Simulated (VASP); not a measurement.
Write the native input for VASP 6.6.1 that does the following.

```
Task                   : single point
Functional             : r2SCAN
Potentials or basis    : VASP PAW PBE potentials, release 64 (Al, Co)
Cutoff                 : 520 eV
k mesh                 : 12 × 12 × 12
Occupations            : gaussian, width 0.1 eV
Spin                   : no spin polarisation
Dipole correction      : no
Further INCAR settings : ALGO = Normal; EDIFF = 1e-06; NBANDS = 23
```

The system is AlCo3.

```
Al Co
1.0
     3.49731    0.00000    0.00000
     0.00000    3.49731    0.00000
     0.00000    0.00000    3.49731
Al Co
1 3
Direct
  0.00000 0.00000 0.00000
  0.50000 0.50000 0.00000
  0.50000 0.00000 0.50000
  0.00000 0.50000 0.50000
```

One way to write it, as run:

POSCAR

```
AlCo3
1.0
    3.4973102932      0.0000000000      0.0000000000
    0.0000000000      3.4973102932      0.0000000000
    0.0000000000      0.0000000000      3.4973102932
Al Co
1 3
Direct
    0.0000000000      0.0000000000      0.0000000000
    0.5000000000      0.5000000000      0.0000000000
    0.5000000000      0.0000000000      0.5000000000
    0.0000000000      0.5000000000      0.5000000000
```

INCAR.step1

```
SYSTEM = AlCo3
PREC = Accurate ; ENCUT = 520
ISMEAR = 0 ; SIGMA = 0.1
LREAL = .False. ; LASPH = .True.
NELM = 60 ; NBANDS = 23
GGA = PE ; ALGO = Normal
EDIFF = 1E-4 ; LWAVE = .True.
LCHARG = .False.
```

INCAR.step2

```
SYSTEM = AlCo3
PREC = Accurate ; ENCUT = 520
EDIFF = 1E-6 ; ISMEAR = 0
SIGMA = 0.1 ; LREAL = .False.
LASPH = .True. ; NELM = 60
ALGO = Normal ; ISIF = 2
LWAVE = .False. ; LCHARG = .True.
METAGGA = R2SCAN ; LMIXTAU = .True.
LELF = .True. ; LVHAR = .True.
NBANDS = 23 ; ISTART = 1
```

KPOINTS

```
regular mesh
0
Gamma
  12 12 12
  0 0 0
```

Potentials or basis: VASP PAW PBE potentials, release 64 (Al, Co).

Command:

```bash
$ cat potpaw_PBE.64/Al/POTCAR potpaw_PBE.64/Co/POTCAR > POTCAR
$ cp INCAR.step1 INCAR
$ mpirun -np 1 vasp_std > vasp.out
$ cp INCAR.step2 INCAR
$ mpirun -np 1 vasp_std > vasp.out
```

Results of the run:

```yaml
Pressure: -0.1 GPa
Band_gap_on_the_k_mesh: zero (bands 15 and 16 overlap by 1.21 eV)
```

Caveat: the PAW data sets were made with another functional, which shifts forces and pressure a little; the run has no spin polarisation, though such a crystal can be magnetic.

It took 5 min on 1 thread of Intel Xeon 8259CL, with other jobs on the host, peak memory 0.21 GiB.
